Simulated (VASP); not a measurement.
# Ga (Cmce) in VASP: relaxation of cell and atoms with LDA

Aim: the relaxation of cell and atoms of Ga with LDA.

Program: VASP 6.6.1. These are calculated values, not measurements. Logs are shortened: lines on timing, memory, paths and dates and some standing lists are left out, and cuts for length are marked.

## 1. The cell of the first run

It takes space group Cmce (No. 64, orthorhombic). The conventional cell has a = 4.457 Å, b = 7.474 Å, c = 4.414 Å, α = 90.00°, β = 90.00°, γ = 90.00°. Within 3.2 Å of Ga (site symmetry m) lie 7 Ga at 2.45 to 2.74 Å.

## 2. Relaxation of cell and atoms, LDA

INCAR

```
ALGO     = Fast           # electronic algorithm
EDIFF    = 1E-7           # SCF threshold, eV
EDIFFG   = -0.001         # ionic threshold
ENCUT    = 600            # plane-wave cutoff, eV
GGA      = CA             # functional
IBRION   = 2              # ionic algorithm
ISIF     = 3              # what is computed and relaxed
ISMEAR   = -1             # smearing method
LASPH    = True           # aspherical terms in the spheres
LCHARG   = False          # write CHGCAR
LREAL    = False          # projectors in reciprocal space
LWAVE    = False          # write WAVECAR
NELM     = 80             # most SCF steps
NSW      = 80             # ionic steps
PREC     = Accurate       # precision mode
SIGMA    = 0.15           # smearing width, eV
```

KPOINTS

```
k-points
0
Gamma
  10 10 8
```

POSCAR

```
Ga
1.0
    2.2287015239     -3.7370395939      0.0000000000
    2.2287015239      3.7370395939      0.0000000000
    0.0000000000      0.0000000000      4.4140794520
Ga
4
Direct
    0.6560834326      0.3439165674      0.4145390805
    0.8439165674      0.1560834326      0.9145390805
    0.3439165674      0.6560834326      0.5854609195
    0.1560834326      0.8439165674      0.0854609195
```

Potentials or basis: VASP PAW LDA potentials, release 64 (Ga_d).

On the command line:

```sh
> cat potpaw_LDA.64/Ga_d/POTCAR > POTCAR
> mpirun -np 1 vasp_std > vasp.out
```

OUTCAR:

```text
EDIFF = 1E-7
   EDIFFG = -0.001
   ENCUT = 600
   GGA = CA
   IBRION = 2
   ISIF = 3
   ISMEAR = -1
   LASPH = True
   LREAL = False
   NELM = 80
   NSW = 80
   PREC = Accurate

 ion  position               nearest neighbor table
   1  0.656  0.344  0.415-   3 2.45   2 2.62   2 2.62   4 2.66   4 2.66   3 2.74   3 2.74
   2  0.844  0.156  0.915-   4 2.45   1 2.62   1 2.62   3 2.66   3 2.66   4 2.74   4 2.74
   3  0.344  0.656  0.585-   1 2.45   4 2.62   4 2.62   2 2.66   2 2.66   1 2.74   1 2.74
   4  0.156  0.844  0.085-   2 2.45   3 2.62   3 2.62   1 2.66   1 2.66   2 2.74   2 2.74

  LATTYP: Found a base centered orthorhombic cell.
 ALAT       =     4.4574030478
 B/A-ratio  =     1.6767788570
 C/A-ratio  =     0.9902805299

  Lattice vectors:

 A1 = (   2.2287015239,  -3.7370395939,   0.0000000000)
 A2 = (   2.2287015239,   3.7370395939,   0.0000000000)
 A3 = (   0.0000000000,   0.0000000000,   4.4140794520)

Analysis of symmetry for initial positions (statically):
=====================================================================
 Subroutine PRICEL returns:
 Original cell was already a primitive cell.

 Routine SETGRP: Setting up the symmetry group for a
 base centered orthorhombic supercell.

 Subroutine GETGRP returns: Found  8 space group operations
 (whereof  4 operations were pure point group operations)
 out of a pool of  8 trial point group operations.

The static configuration has the point symmetry C_2h.
 The point group associated with its full space group is D_2h.

Analysis of symmetry for dynamics (positions and initial velocities):
=====================================================================
 Subroutine PRICEL returns:
 Original cell was already a primitive cell.

 Routine SETGRP: Setting up the symmetry group for a
 base centered orthorhombic supercell.

 Subroutine GETGRP returns: Found  8 space group operations
 (whereof  4 operations were pure point group operations)
 out of a pool of  8 trial point group operations.

The dynamic configuration has the point symmetry C_2h.
 The point group associated with its full space group is D_2h.

 Subroutine INISYM returns: Found  8 space group operations
 (whereof  4 operations are pure point group operations),
 and found     1 'primitive' translations

----------------------------------------------------------------------------------------

                                     Primitive cell

  volume of cell :      73.5275

  direct lattice vectors                    reciprocal lattice vectors
     2.228701524 -3.737039594  0.000000000     0.224345878 -0.133795746  0.000000000
     2.228701524  3.737039594  0.000000000     0.224345878  0.133795746  0.000000000
     0.000000000  0.000000000  4.414079452     0.000000000  0.000000000  0.226547803

  length of vectors
     4.351157939  4.351157939  4.414079452     0.261213274  0.261213274  0.226547803

  position of ions in fractional coordinates (direct lattice)
     0.656083433  0.343916567  0.414539080
     0.843916567  0.156083433  0.914539080
     0.343916567  0.656083433  0.585460920
     0.156083433  0.843916567  0.085460920

  ion indices of the primitive-cell ions
   primitive index   ion index
                 1           1
                 2           2
                 3           3
                 4           4

----------------------------------------------------------------------------------------

 KPOINTS: k-points

Automatic generation of k-mesh.
 Grid dimensions read from file:
 generate k-points for:   10   10    8

 Generating k-lattice:

  Cartesian coordinates                     Fractional coordinates (reciprocal lattice)
     0.022434588 -0.013379575  0.000000000     0.100000000  0.000000000  0.000000000
     0.022434588  0.013379575  0.000000000     0.000000000  0.100000000  0.000000000
     0.000000000  0.000000000  0.028318475     0.000000000  0.000000000  0.125000000

  Length of vectors
     0.026121327  0.026121327  0.028318475

  Shift w.r.t. Gamma in fractional coordinates (k-lattice)
     0.000000000  0.000000000  0.000000000

 Subroutine IBZKPT returns following result:
 ===========================================

 Found    155 irreducible k-points:

 Following reciprocal coordinates:
            Coordinates               Weight
  0.000000  0.000000  0.000000      1.000000
  0.100000  0.000000  0.000000      4.000000
  0.200000  0.000000  0.000000      4.000000
  0.300000  0.000000  0.000000      4.000000
  0.400000 -0.000000  0.000000      4.000000
  0.500000  0.000000  0.000000      2.000000
[... 16 lines left out ...]
  0.300000  0.300000  0.000000      2.000000
  0.400000  0.300000  0.000000      4.000000
 [... further k-points ...]
   k-points           NKPTS =    155   k-points in BZ     NKDIM =    155   number of bands    NBANDS=     31
   number of dos      NEDOS =    301   number of ions     NIONS =      4
   total plane-waves  NPLWV =  46656
   dimension x,y,z NGX =    36 NGY =   36 NGZ =   36
   dimension x,y,z NGXF=    72 NGYF=   72 NGZF=   72
   ions per type =               4
   NGX,Y,Z   is equivalent  to a cutoff of  13.75, 13.75, 13.56 a.u.
   NGXF,Y,Z  is equivalent  to a cutoff of  27.51, 27.51, 27.12 a.u.
 SYSTEM =  unknown system
   PREC   = accura    normal or accurate (medium, high low for compatibility)
   ISTART =      0    job   : 0-new  1-cont  2-samecut
   ICHARG =      2    charge: 1-file 2-atom 10-const
   ISPIN  =      1    spin polarized calculation?
   LNONCOLLINEAR =      F non collinear calculations
   LSORBIT =      F    spin-orbit coupling
   LASPH  =      T    aspherical Exc in radial PAW
   ENCUT  =  600.0 eV  44.10 Ry    6.64 a.u.   8.69  8.69  8.82*2*pi/ulx,y,z
   NELM   =     80;   NELMIN=  2; NELMDL= -5     # of ELM steps
   EDIFF  = 0.1E-06   stopping-criterion for ELM
   LREAL  =      F    real-space projection
   EDIFFG = -.1E-02   stopping-criterion for IOM
   NSW    =     80    number of steps for IOM
   IBRION =      2    ionic relax: 0-MD 1-quasi-New 2-CG
   NFREE  =      1    steps in history (QN), initial steepest desc. (CG)
   ISIF   =      3    stress and relaxation
   ISYM   =      2    0-nonsym 1-usesym 2-fastsym
   POTIM  = 0.5000    time-step for ionic-motion
   TEBEG  =    0.0;   TEEND  =   0.0 temperature during run
   PSTRESS=    0.0 pullay stress
   NELECT =      52.0000    total number of electrons
   NUPDOWN=      -1.0000    fix difference up-down
   EMIN   =  10.00;   EMAX   =-10.00  energy-range for DOS
   EFERMI =   0.00;   METHOD = LEGACY
   ISMEAR =    -1;   SIGMA  =   0.15  broadening in eV -4-tet -1-fermi 0-gaus
   EFERMI_NEDOS =   21; number of points for ismear=-14 and -15
   IALGO  =     68    algorithm
   IMIX   =      4    mixing-type and parameters
     AMIX     =   0.40;   BMIX     =  1.00
     AMIX_MAG =   1.60;   BMIX_MAG =  1.00
  volume/ion in A,a.u.               =      18.38       124.05
  Fermi-wavevector in a.u.,A,eV,Ry     =   1.458566  2.756290 28.945228  2.127414
  Thomas-Fermi vector in A             =   2.575235
   LORBIT       =      0    0 simple, 1 ext, 2 COOP (PROOUT), +10 PAW based schemes
   GGA     = CA    functional components
   LHFCALC =     F    Hartree Fock is set to
   AEXX    =    0.0000 exact exchange contribution
   IVDW    =     0    specifies the selected vdW correction
   LEPSILON=     F    determine dielectric tensor
   LRPA    =     F    only Hartree local field effects (RPA)
 conjugate gradient relaxation of ions
 non-spin polarized calculation
 RMM-DIIS sequential band-by-band and
  energy-cutoff  :      600.00
  volume of cell :       73.53
 maximum number of plane-waves:      2483
   NGX = 17   NGY = 17   NGZ = 17

--------------------------------------- Ionic step        1  -------------------------------------------

 number of electron      51.9999998 magnetization

 Free energy of the ion-electron system (eV)
  ---------------------------------------------------
  ext. energy  EPLUGINS =         0.00000000
  ---------------------------------------------------
  free energy    TOTEN  =       -14.45643676 eV

  energy without entropy =      -14.38485127  energy(sigma->0) =      -14.42064402

------------------------ aborting loop because EDIFF is reached ----------------------------------------

  FORCE on cell =-STRESS in cart. coord.  units (eV):
  Direction    XX          YY          ZZ          XY          YZ          ZX
  --------------------------------------------------------------------------------------
  -------------------------------------------------------------------------------------
  Total        0.0781262      0.1017372      0.1141397      0.0000000      0.0000000      0.0000000
  in kB        1.7023849      2.2168719      2.4871247      0.0000000      0.0000000      0.0000000
  external PRESSURE =       2.1354605 kB  Pullay stress =       0.0000000 kB
[... 95 lines left out ...]
  FREE ENERGIE OF THE ION-ELECTRON SYSTEM (eV)
  ---------------------------------------------------
  free  energy   TOTEN  =       -14.4566241792 eV

  energy  without entropy=      -14.3847249760  energy(sigma->0) =      -14.42067458

[... ionic steps 4 to 19 ...]

--------------------------------------- Ionic step       20  -------------------------------------------

 number of electron      52.0000004 magnetization

------------------------ aborting loop because EDIFF is reached ----------------------------------------

  FORCE on cell =-STRESS in cart. coord.  units (eV):
  Direction    XX          YY          ZZ          XY          YZ          ZX
  --------------------------------------------------------------------------------------
  -------------------------------------------------------------------------------------
  Total        0.0026187      0.0088797     -0.0070888      0.0000000      0.0000000      0.0000000
  in kB        0.0568709      0.1928412     -0.1539488      0.0000000      0.0000000      0.0000000
  external PRESSURE =       0.0319211 kB  Pullay stress =       0.0000000 kB
[... 61 lines left out ...]
  energy  without entropy=      -14.3846079368  energy(sigma->0) =      -14.42064144

--------------------------------------- Ionic step       22  -------------------------------------------

 number of electron      52.0000004 magnetization

 Free energy of the ion-electron system (eV)
  ---------------------------------------------------
  ext. energy  EPLUGINS =         0.00000000
  ---------------------------------------------------
  free energy    TOTEN  =       -14.45667545 eV

  energy without entropy =      -14.38460637  energy(sigma->0) =      -14.42064091

 E-fermi :   5.2685     XC(G=0): -11.2770

 val. band max:        5.2583110585   @ k =  -0.2000   0.2000   0.3750
 cond. band min:       5.3127998559   @ k =   0.1000   0.0000   0.1250
 fundamental gap:      0.0544887974
 Fermi energy:         5.2684923055

 k-point     1 :       0.0000    0.0000    0.0000
  band No.  band energies     occupation
      1     -10.0146      2.00000
      2     -10.0099      2.00000
      3      -9.9792      2.00000
      4      -9.9592      2.00000
      5      -9.9242      2.00000
      6      -9.9043      2.00000
[... 805 lines left out ...]
     30       7.7789      0.00000
     31       9.9038      0.00000

 [... further k-points ...]
[... 5 lines left out ...]
  --------------------------------------------------------------------------------------
  -------------------------------------------------------------------------------------
  Total        0.0012604     -0.0014875     -0.0004222      0.0000000      0.0000000      0.0000000
  in kB        0.0273738     -0.0323055     -0.0091685      0.0000000      0.0000000      0.0000000
  external PRESSURE =      -0.0047001 kB  Pullay stress =       0.0000000 kB
[... 19 lines left out ...]
  FREE ENERGIE OF THE ION-ELECTRON SYSTEM (eV)
  ---------------------------------------------------
  free  energy   TOTEN  =       -14.4566754497 eV

  energy  without entropy=      -14.3846063710  energy(sigma->0) =      -14.42064091

 reached required accuracy - stopping structural energy minimisation
```

Wall time 40 min (1 thread of Intel Xeon Platinum 8259CL at 2.50GHz (Skylake/Cascade Lake), shared host); peak memory 0.42 GiB.

Results:

```
Free energy                           : -14.4567 eV
Relaxed volume                        : 18.44 Å³/atom
Relaxed cell                          : a = 4.354 Å, b = 4.354 Å, c = 4.422 Å, α = 90.00°, β = 90.00°, γ = 118.35°
Space group after relaxing (to 0.1 Å) : Cmce (No. 64)
Energy gained by relaxing             : 0.1 meV/atom
Ionic steps                           : 22
Pressure after relaxing               : 0.0 GPa
Band gap on the k mesh                : zero (bands 26 and 27 overlap by 1.52 eV)
```

The path:
```csv
step,energy change (eV),largest force (eV/Å),pressure (GPa),volume (Å³)
1,0.0000,0.0102,0.21,73.53
2,-0.0002,0.0052,-0.01,73.79
3,-0.0002,0.0067,-0.02,73.79
4,-0.0002,0.0076,0.00,73.77
5,-0.0002,0.0057,-0.01,73.78
6,-0.0002,0.0051,-0.01,73.78
7,-0.0002,0.0042,-0.01,73.78
8,-0.0002,0.0042,0.00,73.77
9,-0.0002,0.0044,-0.01,73.77
10,-0.0002,0.0045,0.00,73.77
11,-0.0002,0.0031,0.03,73.76
12,-0.0002,0.0035,0.00,73.77
13,-0.0002,0.0028,0.02,73.77
14,-0.0002,0.0030,-0.04,73.78
15,-0.0002,0.0039,-0.01,73.78
16,-0.0002,0.0029,-0.03,73.78
17,-0.0002,0.0035,-0.01,73.78
18,-0.0002,0.0030,-0.01,73.78
19,-0.0002,0.0013,0.02,73.78
20,-0.0002,0.0016,0.00,73.77
21,-0.0002,0.0012,0.02,73.77
22,-0.0002,0.0008,0.00,73.77
```

Final structure:
```
CELL_PARAMETERS angstrom
2.23107 -3.73868 0.00000
2.23107 3.73868 0.00000
0.00000 0.00000 4.42219
ATOMIC_POSITIONS crystal
Ga 0.65615 0.34385 0.41389
Ga 0.84385 0.15615 0.91389
Ga 0.34385 0.65615 0.58611
Ga 0.15615 0.84385 0.08611
```

Levels at points of the mesh, in eV from the Fermi level:
```csv
k point,band 22,band 23,band 24,band 25,band 26,band 27,band 28,band 29,band 30,band 31
"(0.00, 0.00, 0.00)",-4.19,-3.78,-1.85,-1.77,-0.67,0.90,1.05,1.19,5.34,5.69
"(0.50, 0.00, 0.00)",-8.88,-3.43,-3.43,-1.39,-1.39,0.88,0.88,4.41,4.41,5.63
"(0.50, 0.50, 0.00)",-7.45,-4.21,-3.51,-1.59,-1.51,1.17,1.32,3.51,4.00,4.37
"(0.00, 0.00, 0.50)",-9.48,-0.05,-0.05,-0.05,-0.05,0.13,0.13,2.25,2.25,4.04
"(0.50, 0.00, 0.50)",-7.34,-6.46,-6.46,-1.54,-1.54,0.64,0.64,7.44,7.44,8.24
"(0.50, 0.50, 0.50)",-7.73,-5.45,-5.45,-1.38,-1.38,-1.04,-1.04,7.14,7.14,8.30
```

The gap in the log of VASP goes by the Fermi energy; the results here count the filled bands.